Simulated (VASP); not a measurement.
# Pb (Fm-3m) in VASP: notebook

Runs on Pb. Level: PBE. Tasks: single point, relaxation of cell and atoms.

All numbers are computed with VASP 6.6.1; they aren't measurements. Logs are shortened: lines on timing, memory, paths and dates and some standing lists are left out, and cuts for length are marked.

**1. The cell of the first run**

Symmetry: Fm-3m, No. 225, cubic system. The conventional cell has a = 5.039 Å, b = 5.039 Å, c = 5.039 Å, α = 90.00°, β = 90.00°, γ = 90.00°. Within 4.7 Å of Pb (site symmetry m-3m) lie 12 Pb at 3.56 Å.

**2. Single point, PBE**

Input file INCAR:

```
SYSTEM = Pb
ALGO     = Normal         ! electronic algorithm
EDIFF    = 1E-6           ! SCF threshold, eV
ENCUT    = 520            ! plane-wave cutoff, eV
GGA      = PE             ! functional
ISIF     = 2              ! what is computed and relaxed
ISMEAR   = 0              ! smearing method
LASPH    = .True.         ! aspherical terms in the spheres
LCHARG   = .True.         ! write CHGCAR
LELF     = .True.         ! ELF
LREAL    = .False.        ! projectors in reciprocal space
LVHAR    = .True.       
LWAVE    = .False.        ! write WAVECAR
NBANDS   = 13             ! bands
NELM     = 100            ! most SCF steps
PREC     = Accurate       ! precision mode
SIGMA    = 0.1            ! smearing width, eV
```

Input file KPOINTS:

```
k-points
0
Gamma
  14 14 14
  0 0 0
```

Input file POSCAR:

```
Pb
1.0
    0.0000000000      2.5195443484      2.5195443484
    2.5195443484      0.0000000000      2.5195443484
    2.5195443484      2.5195443484      0.0000000000
Pb
1
Direct
    0.0000000000      0.0000000000      0.0000000000
```

Potentials or basis: VASP PAW PBE potentials, release 64 (Pb_d).

Run with:

```
cat potpaw_PBE.64/Pb_d/POTCAR > POTCAR
mpirun -np 1 vasp_std > vasp.out
```

OUTCAR:

```text
SYSTEM = Pb
   EDIFF = 1E-6
   ENCUT = 520
   GGA = PE
   ISIF = 2
   ISMEAR = 0
   LASPH = .True.
   LREAL = .False.
   NELM = 100
   PREC = Accurate

 ion  position               nearest neighbor table
   1  0.000  0.000  0.000-

  LATTYP: Found a face centered cubic cell.
 ALAT       =     5.0390886968

  Lattice vectors:

 A1 = (   0.0000000000,   2.5195443484,   2.5195443484)
 A2 = (   2.5195443484,   0.0000000000,   2.5195443484)
 A3 = (   2.5195443484,   2.5195443484,   0.0000000000)

Analysis of symmetry for initial positions (statically):
=====================================================================
 Subroutine PRICEL returns:
 Original cell was already a primitive cell.

 Routine SETGRP: Setting up the symmetry group for a
 face centered cubic supercell.

 Subroutine GETGRP returns: Found 48 space group operations
 (whereof 48 operations were pure point group operations)
 out of a pool of 48 trial point group operations.

The static configuration has the point symmetry O_h .

Analysis of symmetry for dynamics (positions and initial velocities):
=====================================================================
 Subroutine PRICEL returns:
 Original cell was already a primitive cell.

 Routine SETGRP: Setting up the symmetry group for a
 face centered cubic supercell.

 Subroutine GETGRP returns: Found 48 space group operations
 (whereof 48 operations were pure point group operations)
 out of a pool of 48 trial point group operations.

The dynamic configuration has the point symmetry O_h .

 Subroutine INISYM returns: Found 48 space group operations
 (whereof 48 operations are pure point group operations),
 and found     1 'primitive' translations

----------------------------------------------------------------------------------------

                                     Primitive cell

  volume of cell :      31.9887

  direct lattice vectors                    reciprocal lattice vectors
     0.000000000  2.519544348  2.519544348    -0.198448581  0.198448581  0.198448581
     2.519544348  0.000000000  2.519544348     0.198448581 -0.198448581  0.198448581
     2.519544348  2.519544348  0.000000000     0.198448581  0.198448581 -0.198448581

  length of vectors
     3.563173789  3.563173789  3.563173789     0.343723024  0.343723024  0.343723024

  position of ions in fractional coordinates (direct lattice)
     0.000000000  0.000000000  0.000000000

  ion indices of the primitive-cell ions
   primitive index   ion index
                 1           1

----------------------------------------------------------------------------------------

 KPOINTS: k-points

Automatic generation of k-mesh.
 Grid dimensions read from file:
 generate k-points for:   14   14   14

 Generating k-lattice:

  Cartesian coordinates                     Fractional coordinates (reciprocal lattice)
    -0.014174899  0.014174899  0.014174899     0.071428571  0.000000000  0.000000000
     0.014174899 -0.014174899  0.014174899     0.000000000  0.071428571  0.000000000
     0.014174899  0.014174899 -0.014174899     0.000000000  0.000000000  0.071428571

  Length of vectors
     0.024551645  0.024551645  0.024551645

  Shift w.r.t. Gamma in fractional coordinates (k-lattice)
     0.000000000  0.000000000  0.000000000

 Subroutine IBZKPT returns following result:
 ===========================================

 Found    104 irreducible k-points:

 Following reciprocal coordinates:
            Coordinates               Weight
  0.000000  0.000000  0.000000      1.000000
  0.071429  0.000000  0.000000      8.000000
  0.142857  0.000000  0.000000      8.000000
  0.214286  0.000000  0.000000      8.000000
  0.285714  0.000000  0.000000      8.000000
  0.357143  0.000000  0.000000      8.000000
[... 16 lines left out ...]
  0.214286  0.142857  0.000000     24.000000
  0.285714  0.142857  0.000000     24.000000
 [... further k-points ...]
   k-points           NKPTS =    104   k-points in BZ     NKDIM =    104   number of bands    NBANDS=     13
   number of dos      NEDOS =    301   number of ions     NIONS =      1
   total plane-waves  NPLWV =  21952
   dimension x,y,z NGX =    28 NGY =   28 NGZ =   28
   dimension x,y,z NGXF=    56 NGYF=   56 NGZF=   56
   ions per type =               1
   NGX,Y,Z   is equivalent  to a cutoff of  13.06, 13.06, 13.06 a.u.
   NGXF,Y,Z  is equivalent  to a cutoff of  26.13, 26.13, 26.13 a.u.
 SYSTEM =  Pb
   PREC   = accura    normal or accurate (medium, high low for compatibility)
   ISTART =      0    job   : 0-new  1-cont  2-samecut
   ICHARG =      2    charge: 1-file 2-atom 10-const
   ISPIN  =      1    spin polarized calculation?
   LNONCOLLINEAR =      F non collinear calculations
   LSORBIT =      F    spin-orbit coupling
   LASPH  =      T    aspherical Exc in radial PAW
   ENCUT  =  520.0 eV  38.22 Ry    6.18 a.u.   6.63  6.63  6.63*2*pi/ulx,y,z
   NELM   =    100;   NELMIN=  2; NELMDL= -5     # of ELM steps
   EDIFF  = 0.1E-05   stopping-criterion for ELM
   LREAL  =      F    real-space projection
   EDIFFG = 0.1E-04   stopping-criterion for IOM
   NSW    =      0    number of steps for IOM
   IBRION =     -1    ionic relax: 0-MD 1-quasi-New 2-CG
   NFREE  =      0    steps in history (QN), initial steepest desc. (CG)
   ISIF   =      2    stress and relaxation
   ISYM   =      2    0-nonsym 1-usesym 2-fastsym
   POTIM  = 0.5000    time-step for ionic-motion
   TEBEG  =    0.0;   TEEND  =   0.0 temperature during run
   PSTRESS=    0.0 pullay stress
   NELECT =      14.0000    total number of electrons
   NUPDOWN=      -1.0000    fix difference up-down
   EMIN   =  10.00;   EMAX   =-10.00  energy-range for DOS
   EFERMI =   0.00;   METHOD = LEGACY
   ISMEAR =     0;   SIGMA  =   0.10  broadening in eV -4-tet -1-fermi 0-gaus
   EFERMI_NEDOS =   21; number of points for ismear=-14 and -15
   IALGO  =     38    algorithm
   IMIX   =      4    mixing-type and parameters
     AMIX     =   0.40;   BMIX     =  1.00
     AMIX_MAG =   1.60;   BMIX_MAG =  1.00
  volume/ion in A,a.u.               =      31.99       215.87
  Fermi-wavevector in a.u.,A,eV,Ry     =   1.242946  2.348827 21.019833  1.544914
  Thomas-Fermi vector in A             =   2.377278
   LORBIT       =      0    0 simple, 1 ext, 2 COOP (PROOUT), +10 PAW based schemes
   GGA     = PE    functional components
   LHFCALC =     F    Hartree Fock is set to
   AEXX    =    0.0000 exact exchange contribution
   IVDW    =     0    specifies the selected vdW correction
   LEPSILON=     F    determine dielectric tensor
   LRPA    =     F    only Hartree local field effects (RPA)
 non-spin polarized calculation
 Gauss-broadening in eV      SIGMA  =   0.10
  energy-cutoff  :      520.00
  volume of cell :       31.99
 maximum number of plane-waves:       886
   NGX = 13   NGY = 13   NGZ = 13

 number of electron      14.0000003 magnetization

 Free energy of the ion-electron system (eV)
  ---------------------------------------------------
  ext. energy  EPLUGINS =         0.00000000
  ---------------------------------------------------
  free energy    TOTEN  =        -3.56887405 eV

  energy without entropy =       -3.56659171  energy(sigma->0) =       -3.56773288

 E-fermi :   6.7045     XC(G=0):  -9.9307

 val. band max:        6.6995862408   @ k =   0.3571   0.2857   0.0000
 cond. band min:       6.7518455850   @ k =  -0.2857   0.2857   0.0714
 fundamental gap:      0.0522593442
 Fermi energy:         6.7044551358

 k-point     1 :       0.0000    0.0000    0.0000
  band No.  band energies     occupation
      1     -10.3399      2.00000
      2     -10.3399      2.00000
      3     -10.3399      2.00000
      4     -10.2214      2.00000
      5     -10.2214      2.00000
      6      -4.7055      2.00000
      7      13.6992      0.00000
      8      13.6992      0.00000
      9      13.6992      0.00000
     10      16.4221      0.00000
     11      17.3605      0.00000
     12      18.7968      0.00000
     13      18.7968      0.00000

 k-point     2 :       0.0714    0.0000    0.0000
  band No.  band energies     occupation
      1     -10.3399      2.00000
      2     -10.3336      2.00000
      3     -10.3336      2.00000
      4     -10.2218      2.00000
      5     -10.2218      2.00000
      6      -4.6127      2.00000
      7      12.5628      0.00000
      8      13.5831      0.00000
      9      13.5831      0.00000
     10      16.1443      0.00000
     11      17.9411      0.00000
     12      19.0045      0.00000
     13      19.0045      0.00000

 k-point     3 :       0.1429    0.0000    0.0000
  band No.  band energies     occupation
      1     -10.3403      2.00000
      2     -10.3192      2.00000
      3     -10.3192      2.00000
      4     -10.2194      2.00000
      5     -10.2194      2.00000
      6      -4.3347      2.00000
      7      10.5019      0.00000
      8      13.2878      0.00000
      9      13.2878      0.00000
     10      15.7844      0.00000
     11      18.9003      0.00000
     12      19.4611      0.00000
     13      19.4683      0.00000

 k-point     4 :       0.2143    0.0000    0.0000
  band No.  band energies     occupation
      1     -10.3423      2.00000
      2     -10.3096      2.00000
      3     -10.3096      2.00000
      4     -10.2043      2.00000
      5     -10.2043      2.00000
      6      -3.8747      2.00000
      7       8.3825      0.00000
      8      12.9152      0.00000
      9      12.9152      0.00000
     10      15.5262      0.00000
     11      18.4181      0.00000
     12      19.0416      0.00000
     13      19.0416      0.00000

 k-point     5 :       0.2857    0.0000    0.0000
  band No.  band energies     occupation
      1     -10.3464      2.00000
      2     -10.3120      2.00000
      3     -10.3120      2.00000
      4     -10.1741      2.00000
      5     -10.1741      2.00000
      6      -3.2466      2.00000
      7       6.4023      1.99998
      8      12.5500      0.00000
      9      12.5500      0.00000
     10      15.3942      0.00000
     11      17.5243      0.00000
     12      18.4236      0.00000
     13      18.4236      0.00000
[... 257 lines left out ...]
 k-point    22 :       0.1429    0.1429    0.0000
  band No.  band energies     occupation
      1     -10.3658      2.00000
      2     -10.2927      2.00000
      3     -10.2927      2.00000
      4     -10.2493      2.00000
      5     -10.2017      2.00000
      6      -4.2112      2.00000
      7      11.3098      0.00000
      8      12.1133      0.00000
      9      12.1133      0.00000
     10      15.1568      0.00000
     11      17.0026      0.00000
     12      20.6286      0.00000
     13      20.9574      0.00000

 k-point    23 :       0.2143    0.1429    0.0000
  band No.  band energies     occupation
      1     -10.3735      2.00000
      2     -10.2791      2.00000
      3     -10.2730      2.00000
      4     -10.2529      2.00000
      5     -10.1880      2.00000
      6      -3.8735      2.00000
      7       9.7250      0.00000
      8      11.5920      0.00000
      9      11.8469      0.00000
     10      15.1596      0.00000
     11      16.1558      0.00000
     12      20.3510      0.00000
     13      21.3981      0.00000

 k-point    24 :       0.2857    0.1429    0.0000
  band No.  band energies     occupation
      1     -10.3733      2.00000
      2     -10.2900      2.00000
      3     -10.2664      2.00000
      4     -10.2298      2.00000
      5     -10.1619      2.00000
      6      -3.3597      2.00000
      7       7.8155      0.00000
      8      11.2003      0.00000
      9      11.3850      0.00000
     10      14.9888      0.00000
     11      16.4884      0.00000
     12      19.9027      0.00000
     13      20.7938      0.00000

 [... further k-points ...]

------------------------ aborting loop because EDIFF is reached ----------------------------------------

  FORCE on cell =-STRESS in cart. coord.  units (eV):
  Direction    XX          YY          ZZ          XY          YZ          ZX
  --------------------------------------------------------------------------------------
  -------------------------------------------------------------------------------------
  Total       -0.0011710     -0.0011710     -0.0011710     -0.0000000      0.0000000      0.0000000
  in kB       -0.0586513     -0.0586513     -0.0586513     -0.0000000      0.0000000      0.0000000
  external PRESSURE =      -0.0586513 kB  Pullay stress =       0.0000000 kB

 VOLUME and BASIS-vectors are now :
 -----------------------------------------------------------------------------
  energy-cutoff  :      520.00
  volume of cell :       31.99
      direct lattice vectors                 reciprocal lattice vectors
     0.000000000  2.519544348  2.519544348    -0.198448581  0.198448581  0.198448581
     2.519544348  0.000000000  2.519544348     0.198448581 -0.198448581  0.198448581
     2.519544348  2.519544348  0.000000000     0.198448581  0.198448581 -0.198448581

 POSITION                                       TOTAL-FORCE (eV/Angst)
 -----------------------------------------------------------------------------------
      0.00000      0.00000      0.00000        -0.000000     -0.000000     -0.000000
 -----------------------------------------------------------------------------------
    total drift:                               -0.000000     -0.000000     -0.000000

  FREE ENERGIE OF THE ION-ELECTRON SYSTEM (eV)
  ---------------------------------------------------
  free  energy   TOTEN  =        -3.5688740478 eV

  energy  without entropy=       -3.5665917136  energy(sigma->0) =       -3.56773288
```

Wall time 15 s (1 thread of Intel Xeon 6975P-C (Granite Rapids), shared host); peak memory 0.18 GiB.

Results:

```yaml
Free_energy: -3.5689 eV
Pressure: 0.0 GPa
Band_gap_on_the_k_mesh: zero (band 7 reaches 13.70 eV, above the bottom of band 8 at 5.25 eV)
```

Levels at points of the mesh, in eV from the Fermi level:
| k point | band 4 | band 5 | band 6 | band 7 | band 8 | band 9 | band 10 | band 11 |
| --- | --- | --- | --- | --- | --- | --- | --- | --- |
| (0.00, 0.00, 0.00) | -16.93 | -16.93 | -11.41 | 6.99 | 6.99 | 6.99 | 9.72 | 10.66 |
| (0.50, 0.00, 0.00) | -16.81 | -16.81 | -8.09 | -3.95 | 5.28 | 5.28 | 8.99 | 9.19 |
| (0.50, 0.50, 0.00) | -16.78 | -16.78 | -6.80 | -3.07 | 1.98 | 1.98 | 5.22 | 6.48 |

Caveat: spin-orbit coupling is left out, which moves the levels of the heavy elements.

**3. Relaxation of cell and atoms, PBE**

This run uses another cell than the first one, of 31.05 Å³/atom, 0.971 times its volume.

Input file INCAR:

```
PREC = Accurate
ENCUT = 600
EDIFF = 1E-6
ISMEAR = 0
SIGMA = 0.1
LREAL = F
LASPH = T
NELM = 100
ALGO = Fast
ISIF = 3
LWAVE = F
LCHARG = F
GGA = PE
IBRION = 2
NSW = 100
EDIFFG = -0.005
```

Input file KPOINTS:

```
Automatic mesh
0
Gamma
  14 14 14
```

Input file POSCAR:

```
Pb
1.0
    0.0000000000      2.4947547400      2.4947547400
    2.4947547400      0.0000000000      2.4947547400
    2.4947547400      2.4947547400      0.0000000000
Pb
1
Direct
    0.0000000000      0.0000000000      0.0000000000
```

Potentials or basis: VASP PAW PBE potentials, release 64 (Pb_d).

Run with:

```
cat potpaw_PBE.64/Pb_d/POTCAR > POTCAR
mpirun -np 1 vasp_std > vasp.out
```

Run time: 1.7 min. Hardware: 1 thread of Intel Xeon 6975P-C (Granite Rapids), shared host; peak memory 0.19 GiB.

The run converged. Its results:

```yaml
Free_energy: -3.5688 eV
Relaxed_volume: 32.05 Å³/atom
Relaxed_cell: a = 3.565 Å, b = 3.565 Å, c = 3.565 Å, α = 60.00°, β = 60.00°, γ = 60.00°
Space_group_after_relaxing_to_0.05_Å: Fm-3m (No. 225)
Energy_gained_by_relaxing: 3.8 meV/atom
Ionic_steps: 15
Pressure_after_relaxing: 0.0 GPa
Band_gap_on_the_k_mesh: zero (band 7 reaches 13.67 eV, above the bottom of band 8 at 5.23 eV)
```

Step by step:
```csv
step,energy change (eV),largest force (eV/Å),pressure (GPa),volume (Å³)
1,0.0000,0.0000,1.35,31.05
2,-0.0036,0.0000,-0.31,32.24
3,-0.0038,0.0000,-0.05,31.99
4,-0.0038,0.0000,0.05,31.96
5,-0.0038,0.0000,0.06,31.96
6,-0.0038,0.0000,0.07,31.97
7,-0.0038,0.0000,0.06,31.97
8,-0.0038,0.0000,0.07,31.97
9,-0.0038,0.0000,0.08,31.97
10,-0.0038,0.0000,0.09,31.97
11,-0.0038,0.0000,0.10,31.97
12,-0.0038,0.0000,0.05,31.98
13,-0.0038,0.0000,0.06,31.99
14,-0.0038,0.0000,0.05,32.01
15,-0.0038,0.0000,-0.01,32.05
```

Final structure:
```
CELL_PARAMETERS angstrom
0.00000 2.52106 2.52106
2.52106 0.00000 2.52106
2.52106 2.52106 0.00000
ATOMIC_POSITIONS crystal
Pb 0.00000 0.00000 0.00000
```

Levels at points of the mesh, in eV from the Fermi level:
| k point | band 3 | band 4 | band 5 | band 6 | band 7 | band 8 | band 9 | band 10 | band 11 |
| --- | --- | --- | --- | --- | --- | --- | --- | --- | --- |
| (0.00, 0.00, 0.00) | -17.04 | -16.92 | -16.92 | -11.40 | 6.98 | 6.98 | 6.98 | 9.72 | 10.63 |
| (0.50, 0.00, 0.00) | -17.03 | -16.81 | -16.81 | -8.09 | -3.94 | 5.27 | 5.27 | 8.98 | 9.19 |
| (0.50, 0.50, 0.00) | -16.82 | -16.78 | -16.78 | -6.80 | -3.06 | 1.98 | 1.98 | 5.22 | 6.47 |

Caveat: spin-orbit coupling is left out, which moves the levels of the heavy elements.
